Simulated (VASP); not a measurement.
# MgO (Immm) in VASP: single point with HSE06

Aim: the single point of MgO with HSE06.

Everything below comes from runs of VASP 6.6.1. Logs are shortened: lines on timing, memory, paths and dates and some standing lists are left out, and cuts for length are marked.

### Step 1. The cell of the first run

It takes space group Immm (No. 71, orthorhombic). Conventional cell: a = 2.945 Å, b = 3.000 Å, c = 4.204 Å, α = 90.00°, β = 90.00°, γ = 90.00°. Mg (site symmetry mmm) has 6 O at 2.10 Å within 2.8 Å. O (site symmetry mmm) has 6 Mg at 2.10 Å within 2.8 Å.

### Step 2. Single point, HSE06 (shear xy strain +1.9%)

Contents of POSCAR:

```
MgO
1.0
    0.0194450486      2.1021674168      2.1021674168
    2.1021674168      0.0194450486      2.1021674168
    2.1216124654      2.1216124654      0.0000000000
Mg O
1 1
Direct
    0.0000000000      0.0000000000      0.0000000000
    0.5000000000      0.5000000000      0.5000000000
```

Contents of INCAR.step1:

```
ALGO = Normal
EDIFF = 1E-5
ENCUT = 520
GGA = PE
ISIF = 2
ISMEAR = 0
LASPH = T
LCHARG = F
LREAL = F
LWAVE = T
NBANDS = 11
NELM = 60
PREC = Accurate
SIGMA = 0.01
```

Contents of INCAR.step2:

```
ALGO = Normal
EDIFF = 1E-6
ENCUT = 520
GGA = PE
HFSCREEN = 0.2079
ISIF = 2
ISMEAR = 0
ISTART = 1
LASPH = T
LCHARG = F
LHFCALC = T
LREAL = F
LWAVE = F
NBANDS = 11
NELM = 60
PREC = Accurate
PRECFOCK = Normal
SIGMA = 0.01
```

Contents of KPOINTS:

```
k-points
0
Gamma
  8 8 8
```

Potentials or basis: VASP PAW PBE potentials, release 64 (Mg, O).

Launch:

```sh
$ cat potpaw_PBE.64/Mg/POTCAR potpaw_PBE.64/O/POTCAR > POTCAR
$ cp INCAR.step1 INCAR
$ mpirun -np 1 vasp_std > vasp.out
$ cp INCAR.step2 INCAR
$ mpirun -np 1 vasp_std > vasp.out
```

OUTCAR:

```text
EDIFF = 1E-6
   ENCUT = 520
   GGA = PE
   HFSCREEN = 0.2079
   ISIF = 2
   ISMEAR = 0
   ISTART = 1
   LASPH = T
   LHFCALC = T
   LREAL = F
   NELM = 60
   PREC = Accurate
   PRECFOCK = Normal

 ion  position               nearest neighbor table
   1  0.000  0.000  0.000-   2 2.10   2 2.10   2 2.10   2 2.10   2 2.10   2 2.10
   2  0.500  0.500  0.500-   1 2.10   1 2.10   1 2.10   1 2.10   1 2.10   1 2.10

  LATTYP: Found a body centered orthorhombic cell.
 ALAT       =     2.9454142198
 B/A-ratio  =     1.0186727227
 C/A-ratio  =     1.4274171712

  Lattice vectors:

 A1 = (   2.1021674168,   0.0194450486,  -2.1021674168)
 A2 = (  -2.1021674168,  -0.0194450486,  -2.1021674168)
 A3 = (   0.0194450486,   2.1021674168,   2.1021674168)

Analysis of symmetry for initial positions (statically):
=====================================================================
 Subroutine PRICEL returns:
 Original cell was already a primitive cell.

 Routine SETGRP: Setting up the symmetry group for a
 body centered orthorhombic supercell.

 Subroutine GETGRP returns: Found  8 space group operations
 (whereof  8 operations were pure point group operations)
 out of a pool of  8 trial point group operations.

The static configuration has the point symmetry D_2h.

Analysis of symmetry for dynamics (positions and initial velocities):
=====================================================================
 Subroutine PRICEL returns:
 Original cell was already a primitive cell.

 Routine SETGRP: Setting up the symmetry group for a
 body centered orthorhombic supercell.

 Subroutine GETGRP returns: Found  8 space group operations
 (whereof  8 operations were pure point group operations)
 out of a pool of  8 trial point group operations.

The dynamic configuration has the point symmetry D_2h.

 Subroutine INISYM returns: Found  8 space group operations
 (whereof  8 operations are pure point group operations),
 and found     1 'primitive' translations

----------------------------------------------------------------------------------------

                                     Primitive cell

  volume of cell :      18.5778

  direct lattice vectors                    reciprocal lattice vectors
     0.019445049  2.102167417  2.102167417    -0.240070404  0.240070404  0.237849753
     2.102167417  0.019445049  2.102167417     0.240070404 -0.240070404  0.237849753
     2.121612465  2.121612465  0.000000000     0.235669807  0.235669807 -0.237849753

  length of vectors
     2.972977263  2.972977263  3.000413123     0.414536009  0.414536009  0.409454540

  position of ions in fractional coordinates (direct lattice)
     0.000000000  0.000000000  0.000000000
     0.500000000  0.500000000  0.500000000

  ion indices of the primitive-cell ions
   primitive index   ion index
                 1           1
                 2           2

----------------------------------------------------------------------------------------

 KPOINTS: k-points

Automatic generation of k-mesh.
 Grid dimensions read from file:
 generate k-points for:    8    8    8

 Generating k-lattice:

  Cartesian coordinates                     Fractional coordinates (reciprocal lattice)
    -0.030008800  0.030008800  0.029731219     0.125000000  0.000000000  0.000000000
     0.030008800 -0.030008800  0.029731219     0.000000000  0.125000000  0.000000000
     0.029458726  0.029458726 -0.029731219    -0.000000000 -0.000000000  0.125000000

  Length of vectors
     0.051817001  0.051817001  0.051181818

  Shift w.r.t. Gamma in fractional coordinates (k-lattice)
     0.000000000  0.000000000  0.000000000

 Subroutine IBZKPT returns following result:
 ===========================================

 Found     95 irreducible k-points:

 Following reciprocal coordinates:
            Coordinates               Weight
  0.000000  0.000000  0.000000      1.000000
  0.125000  0.000000  0.000000      4.000000
  0.250000  0.000000  0.000000      4.000000
  0.375000  0.000000  0.000000      4.000000
  0.500000  0.000000  0.000000      2.000000
  0.125000  0.125000  0.000000      2.000000
[... 16 lines left out ...]
  0.125000 -0.000000  0.125000      4.000000
  0.250000  0.000000  0.125000      8.000000
 [... further k-points ...]
   k-points           NKPTS =     95   k-points in BZ     NKDIM =    512   number of bands    NBANDS=     11
   number of dos      NEDOS =    301   number of ions     NIONS =      2
   total plane-waves  NPLWV =  13824
   dimension x,y,z NGX =    24 NGY =   24 NGZ =   24
   dimension x,y,z NGXF=    48 NGYF=   48 NGZF=   48
   ions per type =               1   1
   NGX,Y,Z   is equivalent  to a cutoff of  13.42, 13.42, 13.30 a.u.
   NGXF,Y,Z  is equivalent  to a cutoff of  26.84, 26.84, 26.60 a.u.
 SYSTEM =  unknown system
   PREC   = accura    normal or accurate (medium, high low for compatibility)
   ISTART =      1    job   : 0-new  1-cont  2-samecut
   ICHARG =      0    charge: 1-file 2-atom 10-const
   ISPIN  =      1    spin polarized calculation?
   LNONCOLLINEAR =      F non collinear calculations
   LSORBIT =      F    spin-orbit coupling
   LASPH  =      T    aspherical Exc in radial PAW
   ENCUT  =  520.0 eV  38.22 Ry    6.18 a.u.   5.53  5.53  5.58*2*pi/ulx,y,z
   NELM   =     60;   NELMIN=  2; NELMDL=  0     # of ELM steps
   EDIFF  = 0.1E-05   stopping-criterion for ELM
   LREAL  =      F    real-space projection
   EDIFFG = 0.1E-04   stopping-criterion for IOM
   NSW    =      0    number of steps for IOM
   IBRION =     -1    ionic relax: 0-MD 1-quasi-New 2-CG
   NFREE  =      0    steps in history (QN), initial steepest desc. (CG)
   ISIF   =      2    stress and relaxation
   ISYM   =      3    0-nonsym 1-usesym 2-fastsym
   POTIM  = 0.5000    time-step for ionic-motion
   TEBEG  =    0.0;   TEEND  =   0.0 temperature during run
   PSTRESS=    0.0 pullay stress
   NELECT =       8.0000    total number of electrons
   NUPDOWN=      -1.0000    fix difference up-down
   EMIN   =  10.00;   EMAX   =-10.00  energy-range for DOS
   EFERMI =   0.00;   METHOD = LEGACY
   ISMEAR =     0;   SIGMA  =   0.01  broadening in eV -4-tet -1-fermi 0-gaus
   EFERMI_NEDOS =   21; number of points for ismear=-14 and -15
   IALGO  =     38    algorithm
   IMIX   =      1    mixing-type and parameters
     AMIX     =   0.40;   BMIX     =  1.00
     AMIX_MAG =   1.60;   BMIX_MAG =  1.00
  volume/ion in A,a.u.               =       9.29        62.68
  Fermi-wavevector in a.u.,A,eV,Ry     =   1.236251  2.336175 20.794002  1.528316
  Thomas-Fermi vector in A             =   2.370867
   LORBIT       =      0    0 simple, 1 ext, 2 COOP (PROOUT), +10 PAW based schemes
   GGA     = PE    functional components
   LHFCALC =     T    Hartree Fock is set to
   PRECFOCK=normal    Normal, Fast or Accurate (Low or Medium for compatibility)
   ENCUT4O =  -1.0   cutoff for four orbital integrals eV
   NKREDX  =     1    reduce k-point grid by
   NKREDY  =     1    reduce k-point grid by
   NKREDZ  =     1    reduce k-point grid by
   AEXX    =    0.2500 exact exchange contribution
   HFSCREEN=    0.2079 screening length (either q_TF or 0.3 A-1)
   HFSCREENC=   0.2079 screening length for correlation (either q_TF or 0.3 A-1)
   ENCUTFOCK=  -1.0 apply spherical cutoff to Coloumb kernel
   IVDW    =     0    specifies the selected vdW correction
   LEPSILON=     F    determine dielectric tensor
   LRPA    =     F    only Hartree local field effects (RPA)
 non-spin polarized calculation
 Gauss-broadening in eV      SIGMA  =   0.01
  energy-cutoff  :      520.00
  volume of cell :       18.58
 maximum number of plane-waves:       531
 NGX is ok and might be reduce to    24
  NGX = 18; NGY = 18; NGZ = 18

 number of electron       8.0000004 magnetization

 Free energy of the ion-electron system (eV)
  ---------------------------------------------------
  ext. energy  EPLUGINS =         0.00000000
  ---------------------------------------------------
  free energy    TOTEN  =       -14.20716449 eV

  energy without entropy =      -14.20716449  energy(sigma->0) =      -14.20716449

 E-fermi :   2.2064     XC(G=0):  -9.1180

 val. band max:        2.0515550953   @ k =   0.0000   0.0000   0.0000
 cond. band min:       8.4740513967   @ k =   0.0000   0.0000   0.0000
 fundamental gap:      6.4224963014
 Fermi energy:         2.2064245841

 k-point     1 :       0.0000    0.0000    0.0000
  band No.  band energies     occupation
      1     -16.8711      2.00000
      2       1.9145      2.00000
      3       1.9808      2.00000
      4       2.0516      2.00000
      5       8.4741      0.00000
      6      19.4908      0.00000
      7      19.7717      0.00000
      8      20.0471      0.00000
      9      23.7041      0.00000
     10      25.6506      0.00000
     11      25.6566      0.00000

 k-point     2 :       0.1250    0.0000    0.0000
  band No.  band energies     occupation
      1     -16.6946      2.00000
      2       1.0461      2.00000
      3       1.7998      2.00000
      4       1.8870      2.00000
      5       9.4045      0.00000
      6      18.1601      0.00000
      7      19.8857      0.00000
      8      20.2405      0.00000
      9      24.6074      0.00000
     10      24.7142      0.00000
     11      26.0056      0.00000

 k-point     3 :       0.2500    0.0000    0.0000
  band No.  band energies     occupation
      1     -16.2365      2.00000
      2      -0.7934      2.00000
      3       1.5355      2.00000
      4       1.6143      2.00000
      5      10.9075      0.00000
      6      16.6420      0.00000
      7      20.4611      0.00000
      8      20.7160      0.00000
      9      24.1451      0.00000
     10      24.4314      0.00000
     11      26.2183      0.00000

 k-point     4 :       0.3750    0.0000    0.0000
  band No.  band energies     occupation
      1     -15.7208      2.00000
      2      -2.3375      2.00000
      3       1.2870      2.00000
      4       1.3587      2.00000
      5      11.5665      0.00000
      6      16.6587      0.00000
      7      20.3079      0.00000
      8      20.5006      0.00000
      9      25.3564      0.00000
     10      25.5352      0.00000
     11      25.9413      0.00000

 k-point     5 :       0.5000    0.0000    0.0000
  band No.  band energies     occupation
      1     -15.4849      2.00000
      2      -2.9412      2.00000
      3       1.1882      2.00000
      4       1.2571      2.00000
      5      11.6204      0.00000
      6      17.0117      0.00000
      7      20.1321      0.00000
      8      20.3198      0.00000
      9      25.0176      0.00000
     10      26.6922      0.00000
     11      27.1100      0.00000
[... 211 lines left out ...]
 k-point    21 :       0.5000    0.5000    0.0000
  band No.  band energies     occupation
      1     -15.2334      2.00000
      2      -2.4262      2.00000
      3       0.3907      2.00000
      4       0.6198      2.00000
      5      12.7942      0.00000
      6      13.9411      0.00000
      7      17.4003      0.00000
      8      23.2522      0.00000
      9      23.6297      0.00000
     10      29.8141      0.00000
     11      31.1760      0.00000

 k-point    22 :      -0.0000   -0.0000    0.1250
  band No.  band energies     occupation
      1     -16.7005      2.00000
      2       0.9586      2.00000
      3       1.8506      2.00000
      4       1.9399      2.00000
      5       9.4062      0.00000
      6      17.9562      0.00000
      7      20.0735      0.00000
      8      20.4207      0.00000
      9      24.6620      0.00000
     10      24.7834      0.00000
     11      26.0003      0.00000

 k-point    23 :       0.1250   -0.0000    0.1250
  band No.  band energies     occupation
      1     -16.6423      2.00000
      2       0.9240      2.00000
      3       1.7274      2.00000
      4       1.7326      2.00000
      5       9.7155      0.00000
      6      17.4900      0.00000
      7      20.3593      0.00000
      8      20.3630      0.00000
      9      22.9819      0.00000
     10      26.1460      0.00000
     11      27.0159      0.00000

 k-point    24 :       0.2500    0.0000    0.1250
  band No.  band energies     occupation
      1     -16.2825      2.00000
      2      -0.3820      2.00000
      3       1.4140      2.00000
      4       1.4653      2.00000
      5      11.0846      0.00000
      6      16.1840      0.00000
      7      20.3362      0.00000
      8      20.9206      0.00000
      9      22.1450      0.00000
     10      26.0991      0.00000
     11      28.1724      0.00000

 [... further k-points ...]

------------------------ aborting loop because EDIFF is reached ----------------------------------------

  FORCE on cell =-STRESS in cart. coord.  units (eV):
  Direction    XX          YY          ZZ          XY          YZ          ZX
  --------------------------------------------------------------------------------------
  -------------------------------------------------------------------------------------
  Total       -0.0702653     -0.0702653     -0.0790180     -0.3341434      0.0000000      0.0000000
  in kB       -6.0597772     -6.0597772     -6.8146266    -28.8169983      0.0000000      0.0000000
  external PRESSURE =      -6.3113937 kB  Pullay stress =       0.0000000 kB

 VOLUME and BASIS-vectors are now :
 -----------------------------------------------------------------------------
  energy-cutoff  :      520.00
  volume of cell :       18.58
      direct lattice vectors                 reciprocal lattice vectors
     0.019445049  2.102167417  2.102167417    -0.240070404  0.240070404  0.237849753
     2.102167417  0.019445049  2.102167417     0.240070404 -0.240070404  0.237849753
     2.121612465  2.121612465  0.000000000     0.235669807  0.235669807 -0.237849753

 POSITION                                       TOTAL-FORCE (eV/Angst)
 -----------------------------------------------------------------------------------
      0.00000      0.00000      0.00000         0.000000     -0.000000      0.000000
      2.12161      2.12161      2.10217        -0.000000      0.000000      0.000000
 -----------------------------------------------------------------------------------
    total drift:                                0.000000      0.000000     -0.000000

  FREE ENERGIE OF THE ION-ELECTRON SYSTEM (eV)
  ---------------------------------------------------
  free  energy   TOTEN  =       -14.2071644908 eV

  energy  without entropy=      -14.2071644908  energy(sigma->0) =      -14.20716449
```

It took 2.8 h on 1 thread of Oxide Virtual Turin-like, shared host; peak memory 0.24 GiB.

Results:

```
Free energy            : -14.2072 eV
Pressure               : -0.6 GPa
Band gap on the k mesh : 6.42 eV
```

Stress tensor (GPa, compression positive):
```
-0.61 -2.88  0.00
-2.88 -0.61  0.00
 0.00  0.00 -0.68
```

Caveat: the cell differs from its parent crystal (shear xy strain +1.9%); the PAW data sets were made with another functional, which shifts forces and pressure a little.
